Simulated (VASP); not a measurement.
A run of VASP 6.6.1:

Contents of INCAR:

```
ALGO     = Normal         # electronic algorithm
DIPOL    = 0.5 0.5 0.500
EDIFF    = 1E-7           # SCF threshold, eV
EDIFFG   = -0.02          # ionic threshold
ENCUT    = 450            # plane-wave cutoff, eV
GGA      = PE             # functional
GGA_COMPAT= False        
IBRION   = 2              # ionic algorithm
IDIPOL   = 3            
ISIF     = 2              # what is computed and relaxed
ISMEAR   = 0              # smearing method
IVDW     = 12             # dispersion correction
LASPH    = True           # aspherical terms in the spheres
LCHARG   = False          # write CHGCAR
LDIPOL   = True         
LREAL    = False          # projectors in reciprocal space
LWAVE    = False          # write WAVECAR
NELM     = 120            # most SCF steps
NELMDL   = -8           
NELMIN   = 4            
NSW      = 80             # ionic steps
PREC     = Accurate       # precision mode
SIGMA    = 0.1            # smearing width, eV
```

KPOINTS

```
k-points
0
Gamma
  9 9 1
```

File POSCAR:

```
Te4Pt
1.0
    4.0533413749      0.0000000000      0.0000000000
   -2.0266706875      3.5102966009      0.0000000000
    0.0000000000      0.0000000000     22.4627295320
Te Pt
4 1
Direct
    0.3333333333      0.6666666667      0.3338864046
    0.6666666667      0.3333333333      0.4394731562
    0.3333333333      0.6666666667      0.5605268438
    0.6666666667      0.3333333333      0.6661135954
    0.0000000000      0.0000000000      0.5000000000
```

Potentials or basis: VASP PAW PBE potentials, release 64 (Te, Pt).

Launch:

```sh
$ cat potpaw_PBE.64/Te/POTCAR potpaw_PBE.64/Pt/POTCAR > POTCAR
$ mpirun -np 1 vasp_std > vasp.out
```

Hardware: 1 thread of Intel(R) Xeon(R) Platinum 8559C (Emerald Rapids), on a shared host.

How long does it take, and how much memory?

Run time: 8.3 min on 1 thread of Intel(R) Xeon(R) Platinum 8559C (Emerald Rapids), with other jobs on the host, peak memory 0.39 GiB. Counts: scf iterations 141, k points 12, ion steps 10.
